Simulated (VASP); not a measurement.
# Sn4CO5 in VASP: further runs

The runs below take Sn4CO5 through single point, with PBE+D3(BJ).

Program: VASP 6.6.1. These are calculated values, not measurements. Logs are shortened: lines on timing, memory, paths and dates and some standing lists are left out, and cuts for length are marked.

**1. The cell of the first run**

The cell holds a slab with vacuum, 10 atoms: a = 3.836 Å, b = 6.114 Å, c = 23.272 Å, α = 90.00°, β = 90.00°, γ = 90.00°.

**2. Single point, PBE+D3(BJ)**

The input, INCAR:

```
PREC     = Accurate       # precision mode
ENCUT    = 520            # plane-wave cutoff, eV
EDIFF    = 1E-6           # SCF threshold, eV
ISMEAR   = 0              # smearing method
SIGMA    = 0.1            # smearing width, eV
LREAL    = False          # projectors in reciprocal space
LASPH    = True           # aspherical terms in the spheres
NELM     = 120            # most SCF steps
ALGO     = Normal         # electronic algorithm
ISIF     = 2              # what is computed and relaxed
LWAVE    = False          # write WAVECAR
LCHARG   = False          # write CHGCAR
LDIPOL   = True         
IDIPOL   = 3            
DIPOL    = 0.5 0.5 0.323
GGA      = PE             # functional
IVDW     = 12             # dispersion correction
NBANDS   = 56             # bands
GGA_COMPAT= False        
NELMDL   = -8
```

The input, KPOINTS:

```
Automatic mesh
0
Gamma
  7 5 1
```

The input, POSCAR:

```
Sn4CO5
1.0
    3.8363720854      0.0000000000      0.0000000000
    0.0000000000      6.1139355937      0.0000000000
    0.0000000000      0.0000000000     23.2716647157
O Sn C
5 4 1
Direct
    0.0000000000      0.3937311051      0.1718828476
    0.5000000000      0.5905966576      0.2360622870
    0.0000000000      0.7891442786      0.2999263603
    0.5000000000      0.9914786678      0.3618849282
    0.7500000000      1.7414786678      0.5208765623
    0.5000000000      0.2462583311      0.2031056929
    0.0000000000      0.7380694316      0.2048394417
    0.5000000000      0.6484830883      0.3341121374
    0.0000000000      0.1189669940      0.3308043554
    0.7500000000      1.7414786678      0.5702928810
```

Potentials or basis: VASP PAW PBE potentials, release 64 (O, Sn_d, C).

Run with:

```
> cat potpaw_PBE.64/O/POTCAR potpaw_PBE.64/Sn_d/POTCAR potpaw_PBE.64/C/POTCAR > POTCAR
> mpirun -np 1 vasp_std > vasp.out
```

OUTCAR:

```text
PREC = Accurate
   ENCUT = 520
   EDIFF = 1E-6
   ISMEAR = 0
   LREAL = False
   LASPH = True
   NELM = 120
   ISIF = 2
   GGA = PE
   IVDW = 12
   NELMDL = -8
 IVDW          = 12

 ion  position               nearest neighbor table
   1  0.000  0.394  0.172-   6 2.24   6 2.24   7 2.24
   2  0.500  0.591  0.236-   7 2.24   7 2.24   6 2.24   8 2.31
   3  0.000  0.789  0.300-   9 2.14   7 2.23   8 2.25   8 2.25
   4  0.500  0.991  0.362-   9 2.19   9 2.19   8 2.19
   5  0.750  0.741  0.521-  10 1.15
   6  0.500  0.246  0.203-   1 2.24   1 2.24   2 2.24   7 3.57   7 3.57   9 3.62   9 3.62   7 3.65
                             7 3.65
   7  0.000  0.738  0.205-   3 2.23   2 2.24   2 2.24   1 2.24   6 3.57   6 3.57   8 3.61   8 3.61
                             6 3.65   6 3.65   9 3.74
   8  0.500  0.648  0.334-   4 2.19   3 2.25   3 2.25   2 2.31   9 3.46   9 3.46   7 3.61   7 3.61

   9  0.000  0.119  0.331-   3 2.14   4 2.19   4 2.19   8 3.46   8 3.46   6 3.62   6 3.62   7 3.74

  10  0.750  0.741  0.570-   5 1.15

  LATTYP: Found a simple orthorhombic cell.
 ALAT       =     3.8363720854
 B/A-ratio  =     1.5936763843
 C/A-ratio  =     6.0660603814

  Lattice vectors:

 A1 = (   3.8363720854,   0.0000000000,   0.0000000000)
 A2 = (   0.0000000000,   6.1139355937,   0.0000000000)
 A3 = (   0.0000000000,   0.0000000000,  23.2716647157)

Analysis of symmetry for initial positions (statically):
=====================================================================
 Subroutine PRICEL returns:
 Original cell was already a primitive cell.

 Routine SETGRP: Setting up the symmetry group for a
 simple orthorhombic supercell.

 Subroutine GETGRP returns: Found  1 space group operations
 (whereof  1 operations were pure point group operations)
 out of a pool of  8 trial point group operations.

The static configuration has the point symmetry C_1 .

Analysis of symmetry for dynamics (positions and initial velocities):
=====================================================================
 Subroutine PRICEL returns:
 Original cell was already a primitive cell.

 Routine SETGRP: Setting up the symmetry group for a
 simple orthorhombic supercell.

 Subroutine GETGRP returns: Found  1 space group operations
 (whereof  1 operations were pure point group operations)
 out of a pool of  8 trial point group operations.

The dynamic configuration has the point symmetry C_1 .

 Subroutine INISYM returns: Found  1 space group operations
 (whereof  1 operations are pure point group operations),
 and found     1 'primitive' translations

----------------------------------------------------------------------------------------

                                     Primitive cell

  volume of cell :     545.8446

  direct lattice vectors                    reciprocal lattice vectors
     3.836372085  0.000000000  0.000000000     0.260662933  0.000000000  0.000000000
     0.000000000  6.113935594  0.000000000     0.000000000  0.163560768  0.000000000
     0.000000000  0.000000000 23.271664716     0.000000000  0.000000000  0.042970712

  length of vectors
     3.836372085  6.113935594 23.271664716     0.260662933  0.163560768  0.042970712

  position of ions in fractional coordinates (direct lattice)
     0.000000000  0.393731105  0.171882848
     0.500000000  0.590596658  0.236062287
     0.000000000  0.789144279  0.299926360
     0.500000000  0.991478668  0.361884928
     0.750000000  0.741478668  0.520876562
     0.500000000  0.246258331  0.203105693
     0.000000000  0.738069432  0.204839442
     0.500000000  0.648483088  0.334112137
     0.000000000  0.118966994  0.330804355
     0.750000000  0.741478668  0.570292881

  ion indices of the primitive-cell ions
   primitive index   ion index
                 1           1
                 2           2
                 3           3
                 4           4
                 5           5
                 6           6
                 7           7
                 8           8
                 9           9
                10          10

----------------------------------------------------------------------------------------

 KPOINTS: Automatic mesh

Automatic generation of k-mesh.
 Grid dimensions read from file:
 generate k-points for:    7    5    1

 Generating k-lattice:

  Cartesian coordinates                     Fractional coordinates (reciprocal lattice)
     0.037237562  0.000000000  0.000000000     0.142857143  0.000000000  0.000000000
     0.000000000  0.032712154  0.000000000     0.000000000  0.200000000  0.000000000
     0.000000000  0.000000000  0.042970712     0.000000000  0.000000000  1.000000000

  Length of vectors
     0.037237562  0.032712154  0.042970712

  Shift w.r.t. Gamma in fractional coordinates (k-lattice)
     0.000000000  0.000000000  0.000000000

 Subroutine IBZKPT returns following result:
 ===========================================

 Found     18 irreducible k-points:

 Following reciprocal coordinates:
            Coordinates               Weight
  0.000000  0.000000  0.000000      1.000000
  0.142857  0.000000  0.000000      2.000000
  0.285714  0.000000  0.000000      2.000000
  0.428571  0.000000  0.000000      2.000000
  0.000000  0.200000  0.000000      2.000000
  0.142857  0.200000  0.000000      2.000000
[... 10 lines left out ...]
  0.428571  0.400000  0.000000      2.000000
  0.428571 -0.400000  0.000000      2.000000
   k-points           NKPTS =     18   k-points in BZ     NKDIM =     18   number of bands    NBANDS=     56
   number of dos      NEDOS =    301   number of ions     NIONS =     10
   total plane-waves  NPLWV = 259200
   dimension x,y,z NGX =    30 NGY =   48 NGZ =  180
   dimension x,y,z NGXF=    60 NGYF=   96 NGZF=  360
   ions per type =               5   4   1
   NGX,Y,Z   is equivalent  to a cutoff of  13.00, 13.05, 12.86 a.u.
   NGXF,Y,Z  is equivalent  to a cutoff of  26.00, 26.10, 25.72 a.u.
 SYSTEM =  unknown system
   PREC   = accura    normal or accurate (medium, high low for compatibility)
   ISTART =      0    job   : 0-new  1-cont  2-samecut
   ICHARG =      2    charge: 1-file 2-atom 10-const
   ISPIN  =      1    spin polarized calculation?
   LNONCOLLINEAR =      F non collinear calculations
   LSORBIT =      F    spin-orbit coupling
   LASPH  =      T    aspherical Exc in radial PAW
   ENCUT  =  520.0 eV  38.22 Ry    6.18 a.u.   7.13 11.37 43.27*2*pi/ulx,y,z
   NELM   =    120;   NELMIN=  2; NELMDL= -8     # of ELM steps
   EDIFF  = 0.1E-05   stopping-criterion for ELM
   LREAL  =      F    real-space projection
[... 7 lines left out ...]
   TEBEG  =    0.0;   TEEND  =   0.0 temperature during run
   PSTRESS=    0.0 pullay stress
   NELECT =      90.0000    total number of electrons
   NUPDOWN=      -1.0000    fix difference up-down
   EMIN   =  10.00;   EMAX   =-10.00  energy-range for DOS
   EFERMI =   0.00;   METHOD = LEGACY
   ISMEAR =     0;   SIGMA  =   0.10  broadening in eV -4-tet -1-fermi 0-gaus
   EFERMI_NEDOS =   21; number of points for ismear=-14 and -15
   IALGO  =     38    algorithm
   IMIX   =      4    mixing-type and parameters
     AMIX     =   0.40;   BMIX     =  1.00
     AMIX_MAG =   1.60;   BMIX_MAG =  1.00
  volume/ion in A,a.u.               =      54.58       368.35
  Fermi-wavevector in a.u.,A,eV,Ry     =   0.897703  1.696413 10.964535  0.805871
  Thomas-Fermi vector in A             =   2.020320
   LORBIT       =      0    0 simple, 1 ext, 2 COOP (PROOUT), +10 PAW based schemes
   GGA     = PE    functional components
   LHFCALC =     F    Hartree Fock is set to
   AEXX    =    0.0000 exact exchange contribution
   IVDW    =    12    specifies the selected vdW correction
   LEPSILON=     F    determine dielectric tensor
   LRPA    =     F    only Hartree local field effects (RPA)
 non-spin polarized calculation
 Gauss-broadening in eV      SIGMA  =   0.10
  energy-cutoff  :      520.00
  volume of cell :      545.84
 maximum number of plane-waves:     14732
 NGX is ok and might be reduce to    30
   NGX = 15   NGY = 23   NGZ = 87

 dipolmoment           0.000000      0.000000      0.000011 electrons x Angstroem

 number of electron      90.0000014 magnetization

 dipolmoment           0.000000      0.000000     -0.005723 electrons x Angstroem

 Free energy of the ion-electron system (eV)
  ---------------------------------------------------
  ext. energy  EPLUGINS =         0.00000000
  ---------------------------------------------------
  free energy    TOTEN  =       -59.06951759 eV

  energy without entropy =      -59.06951759  energy(sigma->0) =      -59.06951759

 E-fermi :  -0.9175     XC(G=0):  -3.9308

 val. band max:       -1.3658359822   @ k =   0.0000   0.0000   0.0000
 cond. band min:      -0.4688933195   @ k =   0.0000   0.2000   0.0000
 fundamental gap:      0.8969426627
 Fermi energy:        -0.9174581280

 k-point     1 :       0.0000    0.0000    0.0000
  band No.  band energies     occupation
      1     -26.2191      2.00000
      2     -23.0500      2.00000
      3     -22.9234      2.00000
      4     -22.8923      2.00000
      5     -22.8467      2.00000
      6     -22.7853      2.00000
[... 48 lines left out ...]
     55       3.2127      0.00000
     56       3.4267      0.00000

 k-point     2 :       0.1429    0.0000    0.0000
  band No.  band energies     occupation
      1     -26.2163      2.00000
      2     -23.0442      2.00000
      3     -22.9200      2.00000
      4     -22.8843      2.00000
      5     -22.8452      2.00000
      6     -22.7943      2.00000
[... 48 lines left out ...]
     55       3.0796      0.00000
     56       3.3362      0.00000

 k-point     3 :       0.2857    0.0000    0.0000
  band No.  band energies     occupation
      1     -26.2102      2.00000
      2     -23.0336      2.00000
      3     -22.9181      2.00000
      4     -22.8698      2.00000
      5     -22.8389      2.00000
      6     -22.8121      2.00000
[... 818 lines left out ...]
 k-point    17 :       0.4286    0.4000    0.0000
  band No.  band energies     occupation
      1     -26.2052      2.00000
      2     -23.0341      2.00000
      3     -22.9351      2.00000
      4     -22.8666      2.00000
      5     -22.8373      2.00000
      6     -22.8145      2.00000
[... 48 lines left out ...]
     55       3.7525      0.00000
     56       4.3073      0.00000

 k-point    18 :       0.4286   -0.4000    0.0000
  band No.  band energies     occupation
      1     -26.2052      2.00000
      2     -23.0341      2.00000
      3     -22.9351      2.00000
      4     -22.8666      2.00000
      5     -22.8373      2.00000
      6     -22.8145      2.00000
[... 48 lines left out ...]
     55       3.7571      0.00000
     56       4.3259      0.00000

------------------------ aborting loop because EDIFF is reached ----------------------------------------

 vacuum level on the upper side and lower side of the slab       (xc-potential included)        -0.160        -0.114

 Edisp (eV)   -1.26872

 E8    (eV) :    -0.5619

  FORCE on cell =-STRESS in cart. coord.  units (eV):
  Direction    XX          YY          ZZ          XY          YZ          ZX
  --------------------------------------------------------------------------------------
  -------------------------------------------------------------------------------------
  Total      -4.60394    -1.52549    -0.94671    -0.00368     0.01631     0.00651
  in kB     -13.51359    -4.47765    -2.77880    -0.01081     0.04787     0.01912
  external pressure =       -6.92 kB  Pullay stress =        0.00 kB

 VOLUME and BASIS-vectors are now :
 -----------------------------------------------------------------------------
  energy-cutoff  :      520.00
  volume of cell :      545.84
      direct lattice vectors                 reciprocal lattice vectors
     3.836372085  0.000000000  0.000000000     0.260662933  0.000000000  0.000000000
     0.000000000  6.113935594  0.000000000     0.000000000  0.163560768  0.000000000
     0.000000000  0.000000000 23.271664716     0.000000000  0.000000000  0.042970712

 POSITION                                       TOTAL-FORCE (eV/Angst)
 -----------------------------------------------------------------------------------
      0.00000      2.40725      4.00000         0.000032     -0.332109      0.307472
      1.91819      3.61087      5.49356         0.000060     -0.246500      0.372559
      0.00000      4.82478      6.97979        -0.000837     -0.006493     -0.003196
      1.91819      6.06184      8.42166        -0.001980      0.002478      0.030286
      2.87728      4.53335     12.12166         0.004095     -0.006751      0.706252
      1.91819      1.50561      4.72661        -0.000014      1.261728     -0.109065
      0.00000      4.51251      4.76695        -0.000072     -0.679779     -0.631253
      1.91819      3.96478      7.77535         0.001058     -0.076566      0.073097
      0.00000      0.72736      7.69837        -0.000412      0.079914     -0.005992
      2.87728      4.53335     13.27166        -0.001931      0.004078     -0.740161
 -----------------------------------------------------------------------------------
    total drift:                               -0.000005      0.000299      0.001336

  FREE ENERGIE OF THE ION-ELECTRON SYSTEM (eV)
  ---------------------------------------------------
  free  energy   TOTEN  =       -60.3382337977 eV

  energy  without entropy=      -60.3382337977  energy(sigma->0) =      -60.33823380

 vacuum level on the upper side and lower side of the slab         3.179         3.229
```

Run time: 27 min. Hardware: 1 thread of Intel Xeon 8259CL, shared host; peak memory 0.84 GiB.

Results:

| Quantity | Value |
| --- | --- |
| Free energy | -60.3382 eV |
| Largest force | 1.266 eV/Å |
| Band gap on the k mesh | 0.90 eV (least direct gap 0.94 eV) |
| Dispersion energy per atom | -0.127 eV |

Forces on the atoms (eV/Å):
```
O    0.000 -0.332  0.307
O    0.000 -0.246  0.373
O   -0.001 -0.006 -0.003
O   -0.002  0.002  0.030
O    0.004 -0.007  0.706
Sn   0.000  1.262 -0.109
Sn   0.000 -0.680 -0.631
Sn   0.001 -0.077  0.073
Sn   0.000  0.080 -0.006
C   -0.002  0.004 -0.740
```

Levels at points of the mesh, in eV from the valence-band top:
```
           k point  band 41  band 42  band 43  band 44  band 45  band 46  band 47  band 48  band 49  band 50
(0.00, 0.00, 0.00)    -2.62    -2.24    -2.22    -0.72     0.00     0.94     2.05     2.12     2.63     2.93
```

Caveat: spin-orbit coupling is left out, which moves the levels of the heavy elements.

**3. Single point, PBE+D3(BJ)**

The input, INCAR:

```
SYSTEM = Sn4CO5
PREC = Accurate
ENCUT = 520
EDIFF = 1E-6
ISMEAR = 0
SIGMA = 0.1
LREAL = .FALSE.
LASPH = .TRUE.
NELM = 120
ALGO = Normal
ISIF = 2
LWAVE = .FALSE.
LCHARG = .FALSE.
LDIPOL = .TRUE.
IDIPOL = 3
DIPOL = 0.5 0.5 0.323
GGA = PE
IVDW = 12
NBANDS = 56
GGA_COMPAT = .FALSE.
NELMDL = -8
```

The input, KPOINTS:

```
regular mesh
0
G
  7 5 1
  0 0 0
```

Edit POSCAR of step 2 so:

```diff
@@ -12,3 +12,3 @@
     0.5000000000      0.9914786678      0.3618849282
-    0.7500000000      1.7414786678      0.5208765623
+    0.7500000000      1.2414786678      0.5208765623
     0.5000000000      0.2462583311      0.2031056929
@@ -17,2 +17,2 @@
     0.0000000000      0.1189669940      0.3308043554
-    0.7500000000      1.7414786678      0.5702928810
+    0.7500000000      1.2414786678      0.5702928810
```

Potentials or basis: VASP PAW PBE potentials, release 64 (O, Sn_d, C).

Run with:

```
> cat potpaw_PBE.64/O/POTCAR potpaw_PBE.64/Sn_d/POTCAR potpaw_PBE.64/C/POTCAR > POTCAR
> mpirun -np 1 vasp_std > vasp.out
```

Run time: 22 min. Hardware: 1 thread of Intel Xeon Platinum 8259CL at 2.50GHz (Skylake/Cascade Lake), shared host; peak memory 0.84 GiB.

Results (log left out):

| Quantity | Value |
| --- | --- |
| Free energy | -60.3376 eV |
| Largest force | 1.265 eV/Å |
| Band gap on the k mesh | 0.90 eV (least direct gap 0.95 eV) |
| Dispersion energy per atom | -0.127 eV |

Forces on the atoms (eV/Å):
```
O    0.000 -0.331  0.308
O    0.000 -0.246  0.378
O   -0.001 -0.012 -0.002
O   -0.002 -0.007  0.029
O    0.006  0.006  0.706
Sn   0.000  1.261 -0.110
Sn   0.000 -0.680 -0.632
Sn   0.000 -0.077  0.056
Sn  -0.002  0.091  0.008
C   -0.002 -0.004 -0.740
```

Levels at points of the mesh, in eV from the valence-band top:
| k point | band 41 | band 42 | band 43 | band 44 | band 45 | band 46 | band 47 | band 48 | band 49 | band 50 |
| --- | --- | --- | --- | --- | --- | --- | --- | --- | --- | --- |
| (0.00, 0.00, 0.00) | -2.62 | -2.24 | -2.22 | -0.72 | 0.00 | 0.95 | 2.05 | 2.11 | 2.63 | 2.93 |

Caveat: spin-orbit coupling is left out, which moves the levels of the heavy elements.
